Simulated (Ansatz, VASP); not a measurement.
## One calculation of Be4Se, two programs

```xyz
10
Lattice="3.6331 -0.0776 0.6932 -0.0791 3.6339 0.6941 1.7352 1.7339 10.6956" Properties=species:S:1:pos:R:3 pbc="T T T"
Be    1.6185    0.5007    4.3636
Be    2.4776    1.3728    9.7122
Be    3.2484    0.3073    5.6526
Be    4.1154    1.1220   10.9910
Be    0.2831    2.8854    1.6774
Be    1.1536    3.7522    7.0237
Be    0.4734    1.2555    0.3886
Be    1.4198    2.1152    5.7494
Se    0.0652    0.8022    2.6735
Se    4.5620    1.5913    8.7135
```

Change from the starting cell: cell x2, atoms moved at random (sigma 0.15 Å) and cell strained at random (1.5 %), then relaxed without symmetry.

Alike in both runs: functional PBE; k mesh 6 × 6 × 2; occupations gaussian, width 0.2 eV; no spin polarisation.

Ansatz relaxed the structure, and its values are those at the end. VASP's run is a single point on that final structure, the one shown.

|  | VASP | Ansatz |
| --- | --- | --- |
| version | VASP 6.6.1 | Ansatz 0.2.0 |
| potentials or method | VASP PAW PBE potentials, release 64 (Be, Se), cutoff 520 eV | scalar-relativistic, plane waves, PAW |
| valence electrons in the cell | 28 | 48 |

Ansatz gave:

```
gap on the k mesh at the Fermi level (eV) : none
pressure (GPa)                            : 0.0
rms of the force components (eV/Å)        : 0.005
```

Problem. Which values does VASP return?

Solution. gap on the k mesh at the Fermi level (eV): none; pressure (GPa): 0.1; rms of the force components (eV/Å): 0.006.

A gap of «none» marks a metal or a gap that the smearing closes. With one functional, cell and mesh, what is left measures potentials, basis and numerics. VASP's potentials hold 28 valence electrons a cell and Ansatz's 48, so a difference there can come from the potentials and not from the codes.
